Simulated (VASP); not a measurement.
Al3Pd, 4 atoms in the cell. The structure is cubic, space group Pm-3m (No. 221). The conventional cell has a = 3.947 Å, b = 3.947 Å, c = 3.947 Å, α = 90.00°, β = 90.00°, γ = 90.00°. Within 3.7 Å of Al (site symmetry 4/mmm) lie 8 Al at 2.79 Å and 4 Pd at 2.79 Å. Within 3.7 Å of Pd (site symmetry m-3m) lie 12 Al at 2.79 Å. 

- Program: VASP 6.6.1
- Task: single point
- Functional: PBE
- Potentials or basis: VASP PAW PBE potentials, release 64 (Al, Pd)
- Cutoff: 520 eV
- k mesh: 10 × 10 × 10
- Occupations: gaussian, width 0.1 eV
- Spin: no spin polarisation
- Dipole correction: no
- Further INCAR settings: ALGO = Normal; EDIFF = 1e-06; NBANDS = 18

Potentials or basis: VASP PAW PBE potentials, release 64 (Al, Pd).

Run with:

```bash
$ cat potpaw_PBE.64/Al/POTCAR potpaw_PBE.64/Pd/POTCAR > POTCAR
$ mpirun -np 1 vasp_std > vasp.out
```

Hardware: 1 thread of Intel(R) Xeon(R) 6975P-C (Granite Rapids) (shared host).

Problem. Estimate the wall time of this run.

Solution. It took 26 s on 1 thread of Intel(R) Xeon(R) 6975P-C (Granite Rapids), with other jobs on the host, peak memory 0.2 GiB. Counts: scf iterations 13, k points 56.
